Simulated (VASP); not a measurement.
# TePb (Fm-3m) in VASP: notebook

Runs on TePb. Level: PBE. Tasks: elastic constants, vibrations by perturbation theory, dielectric tensor.

All numbers are computed with VASP 6.6.1; they aren't measurements. Logs are shortened: lines on timing, memory, paths and dates and some standing lists are left out, and cuts for length are marked.

## 1. The cell of the first run

The structure is cubic, space group Fm-3m (No. 225). The conventional cell has a = 6.192 Å, b = 6.192 Å, c = 6.192 Å, α = 90.00°, β = 90.00°, γ = 90.00°. Pb (site symmetry m-3m) has 6 Te at 3.10 Å within 4.1 Å. Te (site symmetry m-3m) has 6 Pb at 3.10 Å within 4.1 Å.

## 2. Elastic constants, PBE (29.68 Å³/atom)

The input, INCAR:

```
SYSTEM = TePb
PREC = Accurate ; ENCUT = 500
EDIFF = 1E-8 ; ISMEAR = 0
SIGMA = 0.01 ; LREAL = .False.
LASPH = .True. ; NELM = 120
ALGO = Normal ; ISIF = 3
LWAVE = .False. ; LCHARG = .False.
GGA = PE ; IBRION = 6
NFREE = 2 ; POTIM = 0.015
NSW = 1 ; GGA_COMPAT = .False.
```

The input, KPOINTS:

```
Automatic mesh
0
Gamma
  6 6 6
  0 0 0
```

The input, POSCAR:

```
TePb
1.0
    0.0000000000      3.0962155100      3.0962155100
    3.0962155100      0.0000000000      3.0962155100
    3.0962155100      3.0962155100      0.0000000000
Pb Te
1 1
Direct
    0.0000000000      0.0000000000      0.0000000000
    0.5000000000      0.5000000000      0.5000000000
```

Potentials or basis: VASP PAW PBE potentials, release 64 (Pb_d, Te).

Started as:

```console
cat potpaw_PBE.64/Pb_d/POTCAR potpaw_PBE.64/Te/POTCAR > POTCAR
mpirun -np 1 vasp_std > vasp.out
```

OUTCAR:

```text
SYSTEM = TePb
   PREC = Accurate
   ENCUT = 500
   EDIFF = 1E-8
   ISMEAR = 0
   LREAL = .False.
   LASPH = .True.
   NELM = 120
   ISIF = 3
   GGA = PE
   IBRION = 6
   NFREE = 2
   POTIM = 0.015
   NSW = 1

 ion  position               nearest neighbor table
   1  0.000  0.000  0.000-   2 3.10   2 3.10   2 3.10   2 3.10   2 3.10   2 3.10
   2  0.500  0.500  0.500-   1 3.10   1 3.10   1 3.10   1 3.10   1 3.10   1 3.10

  LATTYP: Found a face centered cubic cell.
 ALAT       =     6.1924310200

  Lattice vectors:

 A1 = (   0.0000000000,   3.0962155100,   3.0962155100)
 A2 = (   3.0962155100,   0.0000000000,   3.0962155100)
 A3 = (   3.0962155100,   3.0962155100,   0.0000000000)

Analysis of symmetry for initial positions (statically):
=====================================================================
 Subroutine PRICEL returns:
 Original cell was already a primitive cell.

 Routine SETGRP: Setting up the symmetry group for a
 face centered cubic supercell.

 Subroutine GETGRP returns: Found 48 space group operations
 (whereof 48 operations were pure point group operations)
 out of a pool of 48 trial point group operations.

The static configuration has the point symmetry O_h .

Analysis of symmetry for dynamics (positions and initial velocities):
=====================================================================
 Subroutine PRICEL returns:
 Original cell was already a primitive cell.

 Routine SETGRP: Setting up the symmetry group for a
 face centered cubic supercell.

 Subroutine GETGRP returns: Found 48 space group operations
 (whereof 48 operations were pure point group operations)
 out of a pool of 48 trial point group operations.

The dynamic configuration has the point symmetry O_h .

 Subroutine INISYM returns: Found 48 space group operations
[... 731 lines left out ...]
      3      -9.5760      2.00000
      4      -9.5584      2.00000
      5      -9.5487      2.00000
      6      -3.5413      2.00000
      7      -1.3929      2.00000
      8       2.5862      2.00000
      9       4.8160      2.00000
     10       5.3337      2.00000
     11      10.4319      0.00000
     12      10.4673      0.00000
     13      13.1408      0.00000
     14      13.2943      0.00000

 [... further k-points ...]

------------------------ aborting loop because EDIFF is reached ----------------------------------------

  FORCE on cell =-STRESS in cart. coord.  units (eV):
  Direction    XX          YY          ZZ          XY          YZ          ZX
  --------------------------------------------------------------------------------------
  -------------------------------------------------------------------------------------
  Total        3.8006636      3.7950244      3.7950244      0.0000000     -0.0000000      0.0000000
  in kB      102.5761686    102.4239728    102.4239728      0.0000000     -0.0000000      0.0000000
  external PRESSURE =     102.4747047 kB  Pullay stress =       0.0000000 kB
[... 17 lines left out ...]
  FREE ENERGIE OF THE ION-ELECTRON SYSTEM (eV)
  ---------------------------------------------------
  free  energy   TOTEN  =        -7.2103446106 eV

  energy  without entropy=       -7.2103446106  energy(sigma->0) =       -7.21034461

 INTERNAL STRAIN TENSORS FROM STRAINED CELLS
 ============================================

 INTERNAL STRAIN TENSOR FOR ION    1 for displacements in x,y,z  (eV/Angst):
          X           Y           Z          XY          YZ          ZX
  --------------------------------------------------------------------------------
  x     0.00000    -0.00000     0.00000     0.00000    -0.00000    -0.00000
  y    -0.00000    -0.00000    -0.00000    -0.00000     0.00000    -0.00000
  z    -0.00000     0.00000    -0.00000     0.00000     0.00000     0.00000

 INTERNAL STRAIN TENSORS FROM DISPLACED ATOMS
 ============================================

 INTERNAL STRAIN TENSOR FOR ION    1 for displacements in x,y,z  (eV/Angst):
          X           Y           Z          XY          YZ          ZX
  --------------------------------------------------------------------------------
  x     0.00000     0.00000     0.00000     0.00000     0.00000     0.00000
  y     0.00000     0.00000     0.00000     0.00000     0.00000     0.00000
  z     0.00000     0.00000     0.00000     0.00000     0.00000     0.00000

 INTERNAL STRAIN TENSOR FOR ION    2 for displacements in x,y,z  (eV/Angst):
          X           Y           Z          XY          YZ          ZX
  --------------------------------------------------------------------------------
  x     0.00000     0.00000     0.00000     0.00000     0.00000     0.00000
  y     0.00000     0.00000     0.00000     0.00000     0.00000     0.00000
  z     0.00000     0.00000     0.00000     0.00000     0.00000     0.00000

 Eigenvectors and eigenvalues of the dynamical matrix
 ----------------------------------------------------

   1 f  =    2.370798 THz    14.896165 2PiTHz   79.081318 cm-1     9.804829 meV
             X         Y         Z           dx          dy          dz
      0.000000  0.000000  0.000000    -0.616927   -0.000000   -0.000000
      3.096216  3.096216  3.096216     0.787020    0.000000    0.000000
[... 21 lines left out ...]
   6 f/i=    0.001280 THz     0.008040 2PiTHz    0.042685 cm-1     0.005292 meV
             X         Y         Z           dx          dy          dz
      0.000000  0.000000  0.000000     0.000000    0.000000    0.787020
      3.096216  3.096216  3.096216     0.000000    0.000000    0.616927

--------------------------------------------------------------------------------------------------------

 ELASTIC MODULI CONTR FROM IONIC RELAXATION (kBar)
 Direction    XX          YY          ZZ          XY          YZ          ZX
 --------------------------------------------------------------------------------
 XX           0.0000      0.0000      0.0000      0.0000      0.0000      0.0000
 YY           0.0000      0.0000      0.0000      0.0000      0.0000      0.0000
 ZZ           0.0000      0.0000      0.0000      0.0000      0.0000      0.0000
 XY           0.0000      0.0000      0.0000      0.0000      0.0000      0.0000
 YZ           0.0000      0.0000      0.0000      0.0000      0.0000      0.0000
 ZX           0.0000      0.0000      0.0000      0.0000      0.0000      0.0000
 --------------------------------------------------------------------------------

 TOTAL ELASTIC MODULI (kBar)
 Direction    XX          YY          ZZ          XY          YZ          ZX
 --------------------------------------------------------------------------------
 XX        2094.5274     21.8656     21.8656     -0.0000     -0.0000     -0.0000
 YY          21.8656   2094.5274     21.8656     -0.0000      0.0000      0.0000
 ZZ          21.8656     21.8656   2094.5274     -0.0000      0.0000     -0.0000
 XY          -0.0000     -0.0000     -0.0000    125.2360      0.0000      0.0000
 YZ          -0.0000      0.0000      0.0000      0.0000    125.2360      0.0000
 ZX          -0.0000      0.0000     -0.0000      0.0000      0.0000    125.2360
 --------------------------------------------------------------------------------
```

stdout:

```text
POSCAR found type information on POSCAR PbTe
 POSCAR found :  2 types and       2 ions
 scaLAPACK will be used
 LDA part: xc-table for (Slater+PW92), standard interpolation
 POSCAR, INCAR and KPOINTS ok, starting setup
 FFT: planning ... GRIDC
 FFT: planning ... GRID_SOFT
 FFT: planning ... GRID
 WAVECAR not read
 entering main loop
 Found     2 degrees of freedom:
 Adding 6 more for cell shape distortion
 Finite differences POTIM= 0.01500 DOF=   8
 bond charge predicted
 Finite differences progress:
 bond charge predicted
 Finite differences progress:
 bond charge predicted
 Finite differences progress:
 bond charge predicted
 Finite differences progress:
 bond charge predicted
 Finite differences progress:
 bond charge predicted
 Finite differences progress:
 bond charge predicted
 Finite differences progress:
 bond charge predicted
 Finite differences progress:
 bond charge predicted
 Finite differences progress:
 bond charge predicted
 Finite differences progress:
 bond charge predicted
 Finite differences progress:
 bond charge predicted
 Finite differences progress:
 bond charge predicted
 Finite differences progress:
 bond charge predicted
 Finite differences progress:
 bond charge predicted
 Finite differences progress:
 bond charge predicted
 Finite differences progress:
```

It took 5.2 min on 1 thread of Intel Xeon Platinum 8259CL at 2.50GHz (Skylake/Cascade Lake), shared host; peak memory 0.25 GiB.

Results:

| Quantity | Value |
| --- | --- |
| Elastic constants C11, C12, C44 | 209, 2, 13 GPa |
| Voigt bulk modulus | 71 GPa |
| Highest phonon frequency at Γ, LO-TO splitting left out | 79 cm⁻¹ |

Phonon frequencies in cm⁻¹ (negative: imaginary):
| q point | frequencies |
| --- | --- |
| (0.000, 0.000, 0.000) | 0 0 0 79 79 79 |

Elastic tensor in Voigt notation (GPa, in the Cartesian axes of the cell as first typed):
```
209   2   2   0   0   0
  2 209   2   0   0   0
  2   2 209   0   0   0
  0   0   0  13   0   0
  0   0   0   0  13   0
  0   0   0   0   0  13
```

Clamped-ion elastic tensor (GPa):
```
209   2   2   0   0   0
  2 209   2   0   0   0
  2   2 209   0   0   0
  0   0   0  13   0   0
  0   0   0   0  13   0
  0   0   0   0   0  13
```

Caveat: the cell is under stress, which shifts elastic constants; spin-orbit coupling is left out, which moves the levels of the heavy elements.

## 3. Vibrations by perturbation theory, PBE

This run uses another cell than the first one, of 33.73 Å³/atom.

The input, INCAR:

```
SYSTEM = TePb
ALGO = Normal
EDIFF = 1E-8
ENCUT = 520
GGA = PE
IBRION = 8
ISIF = 2
ISMEAR = -1
LASPH = .TRUE.
LCHARG = .TRUE.
LREAL = .FALSE.
LWAVE = .FALSE.
NELM = 80
NSW = 1
PREC = Accurate
SIGMA = 0.05
```

The input, KPOINTS:

```
k-points
0
G
  5 5 5
  0 0 0
```

The input, POSCAR:

```
TePb
1.0
    0.0000000000      3.2310000000      3.2310000000
    3.2310000000      0.0000000000      3.2310000000
    3.2310000000      3.2310000000      0.0000000000
Pb Te
1 1
Direct
    0.0000000000      0.0000000000      0.0000000000
    0.5000000000      0.5000000000      0.5000000000
```

Potentials or basis: VASP PAW PBE potentials, release 64 (Pb_d, Te).

Started as:

```console
cat potpaw_PBE.64/Pb_d/POTCAR potpaw_PBE.64/Te/POTCAR > POTCAR
mpirun -np 1 vasp_std > vasp.out
```

OUTCAR:

```text
SYSTEM = TePb
   EDIFF = 1E-8
   ENCUT = 520
   GGA = PE
   IBRION = 8
   ISIF = 2
   ISMEAR = -1
   LASPH = .TRUE.
   LREAL = .FALSE.
   NELM = 80
   NSW = 1
   PREC = Accurate

 ion  position               nearest neighbor table
   1  0.000  0.000  0.000-   2 3.23   2 3.23   2 3.23   2 3.23   2 3.23   2 3.23
   2  0.500  0.500  0.500-   1 3.23   1 3.23   1 3.23   1 3.23   1 3.23   1 3.23

  LATTYP: Found a face centered cubic cell.
 ALAT       =     6.4620000000

  Lattice vectors:

 A1 = (   0.0000000000,   3.2310000000,   3.2310000000)
 A2 = (   3.2310000000,   0.0000000000,   3.2310000000)
 A3 = (   3.2310000000,   3.2310000000,   0.0000000000)

Analysis of symmetry for initial positions (statically):
=====================================================================
 Subroutine PRICEL returns:
[... 383 lines left out ...]

------------------------ aborting loop because EDIFF is reached ----------------------------------------

 INTERNAL STRAIN TENSOR  FOR ION    2  DIRECTION 1   (eV/Angst):
 -----------------------------------------------------------------------------
    -0.00171 -0.00000  0.00000
    -0.00000  0.00384  0.00000
    -0.00000  0.00000  0.00384

 INTERNAL STRAIN TENSOR FOR ION    2 for displacements in x,y,z  (eV/Angst):
          X           Y           Z          XY          YZ          ZX
  --------------------------------------------------------------------------------
  x     0.00000     0.00000     0.00000     0.00000     0.00000     0.00000
  y     0.00000     0.00000     0.00000     0.00000     0.00000     0.00000
  z     0.00000     0.00000     0.00000     0.00000     0.00000     0.00000

 SECOND DERIVATIVES (NOT SYMMETRIZED)
 ------------------------------------
               1X          1Y          1Z          2X          2Y          2Z
  1X    -0.370659    0.000000    0.000000    0.370659    0.000000    0.000000
  1Y     0.000000   -0.370659    0.000000    0.000000    0.370659    0.000000
  1Z     0.000000    0.000000   -0.370659    0.000000    0.000000    0.370659
  2X     0.357748    0.000000    0.000000   -0.357748    0.000000    0.000000
  2Y     0.000000    0.357748    0.000000    0.000000   -0.357748    0.000000
  2Z     0.000000    0.000000    0.357748    0.000000    0.000000   -0.357748

 Eigenvectors and eigenvalues of the dynamical matrix
 ----------------------------------------------------

   1 f  =    1.059484 THz     6.656935 2PiTHz   35.340585 cm-1     4.381672 meV
             X         Y         Z           dx          dy          dz
      0.000000  0.000000  0.000000     0.000000    0.624128    0.000000
      3.231000  3.231000  3.231000     0.000000   -0.781322    0.000000
[... 21 lines left out ...]
   6 f/i=    0.009158 THz     0.057542 2PiTHz    0.305480 cm-1     0.037875 meV
             X         Y         Z           dx          dy          dz
      0.000000  0.000000  0.000000     0.000000    0.000000    0.781322
      3.231000  3.231000  3.231000     0.000000    0.000000    0.624128

--------------------------------------------------------------------------------------------------------

 ELASTIC MODULI CONTR FROM IONIC RELAXATION (kBar)
 Direction    XX          YY          ZZ          XY          YZ          ZX
 --------------------------------------------------------------------------------
 XX           0.0000      0.0000      0.0000      0.0000      0.0000      0.0000
 YY           0.0000      0.0000      0.0000      0.0000      0.0000      0.0000
 ZZ           0.0000      0.0000      0.0000      0.0000      0.0000      0.0000
 XY           0.0000      0.0000      0.0000      0.0000      0.0000      0.0000
 YZ           0.0000      0.0000      0.0000      0.0000      0.0000      0.0000
 ZX           0.0000      0.0000      0.0000      0.0000      0.0000      0.0000
 --------------------------------------------------------------------------------
```

Wall time 3.7 min (1 thread of Intel Xeon 8259CL, shared host); peak memory 0.26 GiB.

Results:

```
Highest phonon frequency at Γ, LO-TO splitting left out : 35 cm⁻¹
```

Phonon frequencies in cm⁻¹ (negative: imaginary):
```tsv
q point	frequencies
(0.000, 0.000, 0.000)	0 0 0 35 35 35
```

Caveat: the cell stands under pressure or tension, which shifts response properties; this odd mesh misses L, so gap, dielectric constants and Born charges aren't listed; spin-orbit coupling is left out, which moves the levels of the heavy elements.

[end of part 1 of 2]
